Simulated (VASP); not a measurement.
# Al2Cu (Immm) in VASP: further runs, part 2 of 2

VASP 6.6.1. Earlier steps stand in the parts before.

### Step 4. Single point, r2SCAN (strain +0.1000 x Voigt [0, 1, 0, 0, 0, 0])

The input, POSCAR:

```
Al2Cu
1.0
   -2.0273575169      2.2300932686      2.8669875134
    2.0273575169     -2.2300932686      2.8669875134
    2.0273575169      2.2300932686     -2.8669875134
Al Cu
2 1
Direct
    0.7500000000      0.2500000000      0.5000000000
    0.2500000000      0.7500000000      0.5000000000
    0.5000000000      0.5000000000      0.0000000000
```

The input, INCAR.step1:

```
SYSTEM = Al2Cu
  ALGO = Normal
  EDIFF = 1E-4
  ENCUT = 520
  GGA = PE
  ISMEAR = 0
  LASPH = .True.
  LCHARG = .False.
  LREAL = .False.
  LWAVE = .True.
  NBANDS = 16
  NELM = 100
  PREC = Accurate
  SIGMA = 0.15
```

The input, INCAR.step2:

```
SYSTEM = Al2Cu
  ALGO = Normal
  EDIFF = 1E-6
  ENCUT = 520
  ISIF = 2
  ISMEAR = 0
  ISTART = 1
  LASPH = .True.
  LCHARG = .False.
  LMIXTAU = .True.
  LREAL = .False.
  LWAVE = .False.
  METAGGA = R2SCAN
  NBANDS = 16
  NELM = 100
  PREC = Accurate
  SIGMA = 0.15
```

The input, KPOINTS:

```
k-points
0
Gamma
  16 16 16
  0 0 0
```

Potentials or basis: VASP PAW PBE potentials, release 64 (Al, Cu).

Launch:

```bash
> cat potpaw_PBE.64/Al/POTCAR potpaw_PBE.64/Cu/POTCAR > POTCAR
> cp INCAR.step1 INCAR
> mpirun -np 1 vasp_std > vasp.out
> cp INCAR.step2 INCAR
> mpirun -np 1 vasp_std > vasp.out
```

OUTCAR:

```text
SYSTEM = Al2Cu
   EDIFF = 1E-6
   ENCUT = 520
   ISIF = 2
   ISMEAR = 0
   ISTART = 1
   LASPH = .True.
   LREAL = .False.
   METAGGA = R2SCAN
   NELM = 100
   PREC = Accurate

 ion  position               nearest neighbor table
   1  0.750  0.250  0.500-   3 2.48   3 2.48   3 2.65   3 2.65   2 2.87   2 2.87   2 3.01   2 3.01
                             2 3.01   2 3.01
   2  0.250  0.750  0.500-   3 2.48   3 2.48   3 2.65   3 2.65   1 2.87   1 2.87   1 3.01   1 3.01
                             1 3.01   1 3.01
[... 656 lines left out ...]
  FORCE on cell =-STRESS in cart. coord.  units (eV):
  Direction    XX          YY          ZZ          XY          YZ          ZX
  --------------------------------------------------------------------------------------
  -------------------------------------------------------------------------------------
  Total       -0.6949997     -5.0104927     -1.4393702      0.0000000      0.0000000      0.0000000
  in kB      -21.4761313   -154.8288376    -44.4778633      0.0000000      0.0000000      0.0000000
  external PRESSURE =     -73.5942774 kB  Pullay stress =       0.0000000 kB

 VOLUME and BASIS-vectors are now :
 -----------------------------------------------------------------------------
  energy-cutoff  :      520.00
  volume of cell :       51.85
      direct lattice vectors                 reciprocal lattice vectors
    -2.027357517  2.230093269  2.866987513     0.000000000  0.224205869  0.174399085
     2.027357517 -2.230093269  2.866987513     0.246626456  0.000000000  0.174399085
     2.027357517  2.230093269 -2.866987513     0.246626456  0.224205869  0.000000000

 POSITION                                       TOTAL-FORCE (eV/Angst)
 -----------------------------------------------------------------------------------
      0.00000      2.23009      1.43349        -0.000000     -0.000000      0.262633
      2.02736      0.00000      1.43349         0.000000      0.000000     -0.262633
      0.00000      0.00000      2.86699         0.000000      0.000000      0.000000
 -----------------------------------------------------------------------------------
    total drift:                               -0.000000      0.000000     -0.000000

  FREE ENERGIE OF THE ION-ELECTRON SYSTEM (eV)
  ---------------------------------------------------
  free  energy   TOTEN  =       -24.6588792151 eV

  energy  without entropy=      -24.6483390262  energy(sigma->0) =      -24.65360912
```

OUTCAR.step1:

```text
SYSTEM = Al2Cu
   EDIFF = 1E-4
   ENCUT = 520
   GGA = PE
   ISMEAR = 0
[... 685 lines left out ...]
      0.00000      2.23009      1.43349         0.000000      0.000000      0.308465
      2.02736      0.00000      1.43349        -0.000000     -0.000000     -0.308465
      0.00000      0.00000      2.86699        -0.000000     -0.000000     -0.000000
 -----------------------------------------------------------------------------------
    total drift:                               -0.000000      0.000000     -0.000000

  FREE ENERGIE OF THE ION-ELECTRON SYSTEM (eV)
  ---------------------------------------------------
  free  energy   TOTEN  =       -11.5736404086 eV

  energy  without entropy=      -11.5622409039  energy(sigma->0) =      -11.56794066
```

Run time: 18 min. Hardware: 1 thread of Intel Xeon Platinum 8375C at 2.90GHz (Ice Lake), shared host; peak memory 0.59 GiB.

Results:

| Property | Result |
| --- | --- |
| Free energy | -24.6589 eV |
| Pressure | -7.4 GPa |
| Largest force | 0.263 eV/Å |
| Band gap on the k mesh | zero (an odd number of electrons rules out a gap without spin polarisation) |

Forces in eV/Å, atoms in the order of the input:
```
Al   0.000  0.000  0.263
Al   0.000  0.000 -0.263
Cu   0.000  0.000  0.000
```

Levels at points of the mesh, in eV from the Fermi level:
```
           k point  band 6  band 7  band 8  band 9  band 10  band 11  band 12  band 13
(0.00, 0.00, 0.00)   -3.82    2.33    2.45    2.53     2.65     3.31     3.67     4.75
(0.50, 0.00, 0.00)   -3.80   -3.71    0.86    1.02     3.20     3.28     4.15     5.05
(0.00, 0.50, 0.00)   -3.81   -3.77    0.12    0.53     2.20     2.47     4.02     4.48
(0.50, 0.50, 0.00)   -3.73   -3.64   -2.00   -1.66     0.43     1.94     8.65     9.39
(0.50, 0.50, 0.50)   -3.72   -3.56   -2.72   -1.49    -0.42     1.98     9.37    10.26
```

Caveat: the cell differs from its parent crystal (strain +0.1000 x Voigt [0, 1, 0, 0, 0, 0]); the stress differs along the axes, from -15 to -2 GPa; the PAW data sets were made with another functional, which shifts forces and pressure a little.

### Step 5. Summary

| cell | gap on the mesh (eV) | pressure (GPa) | largest force (eV/Å) |
| --- | --- | --- | --- |
| a = 4.133 Å, angles 121.2, 116.3, 92.1°, 3 atoms | none | -6.1 | 0.23 |
| a = 4.146 Å, angles 121.5, 115.8, 92.5°, 3 atoms | none | -6.8 | 0.25 |
| a = 4.160 Å, angles 121.7, 115.2, 92.9°, 3 atoms | none | -7.4 | 0.26 |

Alike in all rows: task single point; level r2SCAN; potentials or basis VASP PAW PBE potentials, release 64 (Al, Cu); no spin polarisation; k mesh 16 × 16 × 16; cutoff (eV) 520; smearing gaussian 0.15 eV.

Caveats: the PAW data sets were made with another functional, which shifts forces and pressure a little; the stress differs along the axes, from -13 to -2 GPa (at least some runs); the stress differs along the axes, from -14 to -2 GPa (at least some runs); the stress differs along the axes, from -15 to -2 GPa (at least some runs).

Absolute energies hang on the potentials; compare differences alone.
